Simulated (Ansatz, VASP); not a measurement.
## Two plane-wave programs on Rh

The input INCAR:

```
SYSTEM = Rh
  PREC = Accurate
  ENCUT = 520
  EDIFF = 1E-8
  ISMEAR = -1
  SIGMA = 0.08
  LREAL = .FALSE.
  LASPH = .TRUE.
  NELM = 100
  ALGO = Normal
  ISIF = 2
  LWAVE = .FALSE.
  LCHARG = .FALSE.
  GGA = PS
  LEFG = .TRUE.
  NBANDS = 14
```

The input KPOINTS:

```
regular mesh
0
G
  16 16 16
  0 0 0
```

File POSCAR:

```
Rh
1.0
    0.0000000000      1.8635190000      1.9015500000
    1.8635190000      0.0000000000      1.9015500000
    1.8635190000      1.8635190000      0.0000000000
Rh
1
Direct
    0.0000000000      0.0000000000      0.0000000000
```

Input for Ansatz:

```yaml
crystal:
  lattice:
    - [0.0, 1.863519, 1.90155]
    - [1.863519, 0.0, 1.90155]
    - [1.863519, 1.863519, 0.0]
  atoms:
    - { symbol: Rh, position: [0.0, 0.0, 0.0] }
kpoints:
  mp_grid: { grid: [16, 16, 16] }
scf:
  occupations: { method: fermi_dirac, width: 0.08 }
hamiltonian:
  xc: pbesol
  pseudopotentials: { kind: paw }
output:
  forces: true
  stress: true
  eigenvalues: true
  efg: { contact_densities: true }
```

Change from the starting cell: equal xx and yy strain of -2 %, PAW files.

Alike in both runs: task electric field gradients; functional PBEsol; k mesh 16 × 16 × 16; occupations fermi-dirac, width 0.08 eV; no spin polarisation.

|  | VASP | Ansatz |
| --- | --- | --- |
| version | VASP 6.6.1 | Ansatz 0.2.0 |
| potentials or method | VASP PAW PBE potentials, release 64 (Rh_pv) | PAW with Ansatz's default frozen-core files, scalar-relativistic |
| plane-wave cutoff (eV) | 520 | 420 |
| valence electrons in the cell | 15 | 17 |

VASP gave:

| Property | Result |
| --- | --- |
| pressure (GPa) | 7.2 |
| traceless stress, the component that is largest in VASP (GPa) | -3.72 |
| size of Vzz on the site where it differs most (V/Å²) | 1.6 |

Question: Estimate Ansatz's values.

Answer: Pressure (GPa): 7.3; traceless stress, the component that is largest in VASP (GPa): -3.73; size of Vzz on the site where it differs most (V/Å²): 1.8.

VASP's potentials were made for PBE, not for PBEsol. VASP's potentials hold 15 valence electrons a cell and Ansatz's 17, so a difference there can come from the potentials and not from the codes.
